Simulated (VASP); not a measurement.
# GaRe3 (Pm-3m) in VASP: single point with r2SCAN

Aim: the single point of GaRe3 with r2SCAN.

Everything below comes from runs of VASP 6.6.1. Logs are shortened: lines on timing, memory, paths and dates and some standing lists are left out, and cuts for length are marked.

**1. The cell of the first run**

The structure is cubic, space group Pm-3m (No. 221). The conventional cell has a = 3.904 Å, b = 3.904 Å, c = 3.904 Å, α = 90.00°, β = 90.00°, γ = 90.00°. Re (site symmetry 4/mmm) has 8 Re at 2.76 Å and 4 Ga at 2.76 Å within 3.6 Å. Ga (site symmetry m-3m) has 12 Re at 2.76 Å within 3.6 Å.

**2. Single point, r2SCAN**

The input, POSCAR:

```
GaRe3
1.0
    3.9043160000      0.0000000000      0.0000000000
    0.0000000000      3.9043160000      0.0000000000
    0.0000000000      0.0000000000      3.9043160000
Re Ga
3 1
Direct
    0.0000000000      0.5000000000      0.5000000000
    0.5000000000      0.0000000000      0.5000000000
    0.5000000000      0.5000000000      0.0000000000
    0.0000000000      0.0000000000      0.0000000000
```

The input, INCAR.step1:

```
SYSTEM = GaRe3
PREC = Accurate
ENCUT = 660
ISMEAR = -1
SIGMA = 0.058
LREAL = .False.
LASPH = .True.
NELM = 120
NBANDS = 25
GGA = PE
ALGO = Normal
EDIFF = 1E-5
LWAVE = .True.
LCHARG = .False.
GGA_COMPAT = .False.
```

The input, INCAR.step2:

```
SYSTEM = GaRe3
PREC = Accurate
ENCUT = 660
EDIFF = 1E-6
ISMEAR = -1
SIGMA = 0.058
LREAL = .False.
LASPH = .True.
NELM = 120
ALGO = Normal
ISIF = 2
LWAVE = .False.
LCHARG = .True.
METAGGA = R2SCAN
LMIXTAU = .True.
LELF = .True.
LVHAR = .True.
NBANDS = 25
ISTART = 1
GGA_COMPAT = .False.
```

The input, KPOINTS:

```
Automatic mesh
0
Gamma
  9 9 9
  0 0 0
```

Potentials or basis: VASP PAW PBE potentials, release 64 (Re, Ga_d).

On the command line:

```bash
> cat potpaw_PBE.64/Re/POTCAR potpaw_PBE.64/Ga_d/POTCAR > POTCAR
> cp INCAR.step1 INCAR
> mpirun -np 1 vasp_std > vasp.out
> cp INCAR.step2 INCAR
> mpirun -np 1 vasp_std > vasp.out
```

OUTCAR:

```text
SYSTEM = GaRe3
   PREC = Accurate
   ENCUT = 660
   EDIFF = 1E-6
   ISMEAR = -1
   LREAL = .False.
   LASPH = .True.
   NELM = 120
   ISIF = 2
   METAGGA = R2SCAN
   ISTART = 1

 ion  position               nearest neighbor table
   1  0.000  0.500  0.500-   2 2.76   3 2.76   4 2.76   3 2.76   4 2.76   2 2.76   4 2.76   4 2.76
                             2 2.76   3 2.76   3 2.76   2 2.76
   2  0.500  0.000  0.500-   1 2.76   3 2.76   4 2.76   3 2.76   4 2.76   1 2.76   3 2.76   3 2.76
                             1 2.76   4 2.76   4 2.76   1 2.76
   3  0.500  0.500  0.000-   1 2.76   2 2.76   4 2.76   1 2.76   2 2.76   2 2.76   4 2.76   2 2.76
                             1 2.76   4 2.76   1 2.76   4 2.76
   4  0.000  0.000  0.000-   1 2.76   2 2.76   3 2.76   1 2.76   2 2.76   1 2.76   3 2.76   1 2.76
                             2 2.76   3 2.76   2 2.76   3 2.76

  LATTYP: Found a simple cubic cell.
 ALAT       =     3.9043160000

  Lattice vectors:

 A1 = (   3.9043160000,   0.0000000000,   0.0000000000)
 A2 = (   0.0000000000,   3.9043160000,   0.0000000000)
 A3 = (   0.0000000000,   0.0000000000,   3.9043160000)

Analysis of symmetry for initial positions (statically):
=====================================================================
 Subroutine PRICEL returns:
 Original cell was already a primitive cell.

 Routine SETGRP: Setting up the symmetry group for a
 simple cubic supercell.

 Subroutine GETGRP returns: Found 48 space group operations
 (whereof 48 operations were pure point group operations)
 out of a pool of 48 trial point group operations.

The static configuration has the point symmetry O_h .

Analysis of symmetry for dynamics (positions and initial velocities):
=====================================================================
 Subroutine PRICEL returns:
 Original cell was already a primitive cell.

 Routine SETGRP: Setting up the symmetry group for a
 simple cubic supercell.

 Subroutine GETGRP returns: Found 48 space group operations
 (whereof 48 operations were pure point group operations)
 out of a pool of 48 trial point group operations.

The dynamic configuration has the point symmetry O_h .

 Subroutine INISYM returns: Found 48 space group operations
 (whereof 48 operations are pure point group operations),
 and found     1 'primitive' translations

----------------------------------------------------------------------------------------

                                     Primitive cell

  volume of cell :      59.5162

  direct lattice vectors                    reciprocal lattice vectors
     3.904316000  0.000000000  0.000000000     0.256126809  0.000000000  0.000000000
     0.000000000  3.904316000  0.000000000     0.000000000  0.256126809  0.000000000
     0.000000000  0.000000000  3.904316000     0.000000000  0.000000000  0.256126809

  length of vectors
     3.904316000  3.904316000  3.904316000     0.256126809  0.256126809  0.256126809

  position of ions in fractional coordinates (direct lattice)
     0.000000000  0.500000000  0.500000000
     0.500000000  0.000000000  0.500000000
     0.500000000  0.500000000  0.000000000
     0.000000000  0.000000000  0.000000000

  ion indices of the primitive-cell ions
   primitive index   ion index
                 1           1
                 2           2
                 3           3
                 4           4

----------------------------------------------------------------------------------------

 KPOINTS: Automatic mesh

Automatic generation of k-mesh.
 Grid dimensions read from file:
 generate k-points for:    9    9    9

 Generating k-lattice:

  Cartesian coordinates                     Fractional coordinates (reciprocal lattice)
     0.028458534  0.000000000  0.000000000     0.111111111  0.000000000  0.000000000
     0.000000000  0.028458534  0.000000000     0.000000000  0.111111111  0.000000000
     0.000000000  0.000000000  0.028458534     0.000000000  0.000000000  0.111111111

  Length of vectors
     0.028458534  0.028458534  0.028458534

  Shift w.r.t. Gamma in fractional coordinates (k-lattice)
     0.000000000  0.000000000  0.000000000

 Subroutine IBZKPT returns following result:
 ===========================================

 Found     35 irreducible k-points:

 Following reciprocal coordinates:
            Coordinates               Weight
  0.000000  0.000000  0.000000      1.000000
  0.111111  0.000000  0.000000      6.000000
  0.222222  0.000000  0.000000      6.000000
  0.333333  0.000000  0.000000      6.000000
  0.444444  0.000000  0.000000      6.000000
  0.111111  0.111111  0.000000     12.000000
[... 16 lines left out ...]
  0.333333  0.333333  0.111111     24.000000
  0.444444  0.333333  0.111111     48.000000
 [... further k-points ...]
   k-points           NKPTS =     35   k-points in BZ     NKDIM =     35   number of bands    NBANDS=     25
   number of dos      NEDOS =    301   number of ions     NIONS =      4
   total plane-waves  NPLWV =  46656
   dimension x,y,z NGX =    36 NGY =   36 NGZ =   36
   dimension x,y,z NGXF=    72 NGYF=   72 NGZF=   72
   ions per type =               3   1
   NGX,Y,Z   is equivalent  to a cutoff of  15.33, 15.33, 15.33 a.u.
   NGXF,Y,Z  is equivalent  to a cutoff of  30.66, 30.66, 30.66 a.u.
 SYSTEM =  GaRe3
   PREC   = accura    normal or accurate (medium, high low for compatibility)
   ISTART =      1    job   : 0-new  1-cont  2-samecut
   ICHARG =      0    charge: 1-file 2-atom 10-const
   ISPIN  =      1    spin polarized calculation?
   LNONCOLLINEAR =      F non collinear calculations
   LSORBIT =      F    spin-orbit coupling
   LASPH  =      T    aspherical Exc in radial PAW
   ENCUT  =  660.0 eV  48.51 Ry    6.96 a.u.   8.18  8.18  8.18*2*pi/ulx,y,z
   NELM   =    120;   NELMIN=  2; NELMDL=  0     # of ELM steps
   EDIFF  = 0.1E-05   stopping-criterion for ELM
   LREAL  =      F    real-space projection
   EDIFFG = 0.1E-04   stopping-criterion for IOM
   NSW    =      0    number of steps for IOM
   IBRION =     -1    ionic relax: 0-MD 1-quasi-New 2-CG
   NFREE  =      0    steps in history (QN), initial steepest desc. (CG)
   ISIF   =      2    stress and relaxation
   ISYM   =      2    0-nonsym 1-usesym 2-fastsym
   POTIM  = 0.5000    time-step for ionic-motion
   TEBEG  =    0.0;   TEEND  =   0.0 temperature during run
   PSTRESS=    0.0 pullay stress
   NELECT =      34.0000    total number of electrons
   NUPDOWN=      -1.0000    fix difference up-down
   EMIN   =  10.00;   EMAX   =-10.00  energy-range for DOS
   EFERMI =   0.00;   METHOD = LEGACY
   ISMEAR =    -1;   SIGMA  =   0.06  broadening in eV -4-tet -1-fermi 0-gaus
   EFERMI_NEDOS =   21; number of points for ismear=-14 and -15
   IALGO  =     38    algorithm
   IMIX   =      4    mixing-type and parameters
     AMIX     =   0.40;   BMIX     =  1.00
     AMIX_MAG =   1.60;   BMIX_MAG =  1.00
  volume/ion in A,a.u.               =      14.88       100.41
  Fermi-wavevector in a.u.,A,eV,Ry     =   1.358385  2.566975 25.105600  1.845210
  Thomas-Fermi vector in A             =   2.485223
   LORBIT       =      0    0 simple, 1 ext, 2 COOP (PROOUT), +10 PAW based schemes
   METAGGA = R2SCAN    functional components
   LHFCALC =     F    Hartree Fock is set to
   AEXX    =    0.0000 exact exchange contribution
   IVDW    =     0    specifies the selected vdW correction
   LEPSILON=     F    determine dielectric tensor
   LRPA    =     F    only Hartree local field effects (RPA)
 non-spin polarized calculation
  energy-cutoff  :      660.00
  volume of cell :       59.52
 maximum number of plane-waves:      2316
 NGX is ok and might be reduce to    36
   NGX = 17   NGY = 17   NGZ = 17

 number of electron      33.9999998 magnetization

 Free energy of the ion-electron system (eV)
  ---------------------------------------------------
  ext. energy  EPLUGINS =         0.00000000
  ---------------------------------------------------
  free energy    TOTEN  =      -167.21335354 eV

  energy without entropy =     -167.15980523  energy(sigma->0) =     -167.18657938

 E-fermi :   8.1116     XC(G=0): -14.6059

 val. band max:        8.1105304441   @ k =   0.4444   0.4444   0.3333
 cond. band min:       8.1346043472   @ k =   0.4444   0.3333   0.3333
 fundamental gap:      0.0240739031
 Fermi energy:         8.1115901709

 k-point     1 :       0.0000    0.0000    0.0000
  band No.  band energies     occupation
      1      -7.5264      2.00000
      2      -7.5264      2.00000
      3      -7.5069      2.00000
      4      -7.5069      2.00000
      5      -7.5069      2.00000
      6      -3.8533      2.00000
[... 17 lines left out ...]
     24      12.4294      0.00000
     25      13.7900      0.00000

 k-point     2 :       0.1111    0.0000    0.0000
  band No.  band energies     occupation
      1      -7.5218      2.00000
      2      -7.5183      2.00000
      3      -7.5058      2.00000
      4      -7.5022      2.00000
      5      -7.5022      2.00000
      6      -3.6836      2.00000
[... 17 lines left out ...]
     24      12.4303      0.00000
     25      13.9664      0.00000

 k-point     3 :       0.2222    0.0000    0.0000
  band No.  band energies     occupation
      1      -7.5102      2.00000
      2      -7.5030      2.00000
      3      -7.4977      2.00000
      4      -7.4904      2.00000
      5      -7.4904      2.00000
      6      -3.1875      2.00000
[... 552 lines left out ...]
 k-point    23 :       0.3333    0.3333    0.1111
  band No.  band energies     occupation
      1      -7.4995      2.00000
      2      -7.4828      2.00000
      3      -7.4799      2.00000
      4      -7.4647      2.00000
      5      -7.4394      2.00000
      6      -1.1819      2.00000
[... 17 lines left out ...]
     24      12.7607      0.00000
     25      13.7767      0.00000

 k-point    24 :       0.4444    0.3333    0.1111
  band No.  band energies     occupation
      1      -7.5023      2.00000
      2      -7.4811      2.00000
      3      -7.4751      2.00000
      4      -7.4636      2.00000
      5      -7.4294      2.00000
      6      -0.6292      2.00000
[... 17 lines left out ...]
     24      12.8387      0.00000
     25      13.9715      0.00000

 [... further k-points ...]

------------------------ aborting loop because EDIFF is reached ----------------------------------------

  FORCE on cell =-STRESS in cart. coord.  units (eV):
  Direction    XX          YY          ZZ          XY          YZ          ZX
  --------------------------------------------------------------------------------------
  -------------------------------------------------------------------------------------
  Total       -1.9147265     -1.9147265     -1.9147265      0.0000000     -0.0000000     -0.0000000
  in kB      -51.5445140    -51.5445140    -51.5445140      0.0000000     -0.0000000     -0.0000000
  external PRESSURE =     -51.5445140 kB  Pullay stress =       0.0000000 kB

 VOLUME and BASIS-vectors are now :
 -----------------------------------------------------------------------------
  energy-cutoff  :      660.00
  volume of cell :       59.52
      direct lattice vectors                 reciprocal lattice vectors
     3.904316000  0.000000000  0.000000000     0.256126809  0.000000000  0.000000000
     0.000000000  3.904316000  0.000000000     0.000000000  0.256126809  0.000000000
     0.000000000  0.000000000  3.904316000     0.000000000  0.000000000  0.256126809

 POSITION                                       TOTAL-FORCE (eV/Angst)
 -----------------------------------------------------------------------------------
      0.00000      1.95216      1.95216         0.000000      0.000000      0.000000
      1.95216      0.00000      1.95216         0.000000      0.000000      0.000000
      1.95216      1.95216      0.00000         0.000000      0.000000      0.000000
      0.00000      0.00000      0.00000         0.000000      0.000000      0.000000
 -----------------------------------------------------------------------------------
    total drift:                                0.000000      0.000000      0.000000

  FREE ENERGIE OF THE ION-ELECTRON SYSTEM (eV)
  ---------------------------------------------------
  free  energy   TOTEN  =      -167.2133535360 eV

  energy  without entropy=     -167.1598052328  energy(sigma->0) =     -167.18657938
```

Wall time 3.4 min (1 thread of Intel Xeon Platinum 8259CL at 2.50GHz (Skylake/Cascade Lake), shared host); peak memory 0.25 GiB.

Results:

```
Free energy            : -167.2134 eV
Pressure               : -5.2 GPa
Band gap on the k mesh : zero (bands 17 and 18 overlap by 1.51 eV)
```

Caveat: the cell stands under tension; the PAW data sets were made with another functional, which shifts forces and pressure a little; spin-orbit coupling is left out, which moves the levels of the heavy elements.

The gap in the log of VASP goes by the Fermi energy; the results here count the filled bands.